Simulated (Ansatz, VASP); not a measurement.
**Au: VASP beside Ansatz**

```
Au
1.0
    -1.80955    1.80955    1.40663
     1.80955   -1.80955    1.40663
     1.80955    1.80955   -1.40663
Au
1
Direct
  0.50000 0.50000 0.00000
```

Alike in both runs: functional PBE; k mesh 8 × 8 × 8; occupations gaussian, width 0.1 eV; no spin polarisation.

Ansatz relaxed the structure, and its values are those at the end. VASP's run is a single point on that final structure, the one shown.

|  | VASP | Ansatz |
| --- | --- | --- |
| version | VASP 6.6.1 | Ansatz 0.2.0 |
| potentials or method | VASP PAW PBE potentials, release 64 (Au), cutoff 520 eV | scalar-relativistic, plane waves, PAW |
| valence electrons in the cell | 11 | 19 |

```csv
,VASP,Ansatz,Ansatz less VASP
gap on the k mesh at the Fermi level (eV),none,none,-
pressure (GPa),-0.4,-0.3,+0.17
```

A gap of «none» marks a metal or a gap that the smearing closes. VASP's potentials hold 11 valence electrons a cell and Ansatz's 19, so a difference there can come from the potentials and not from the codes.

Neither program's run includes spin-orbit coupling.
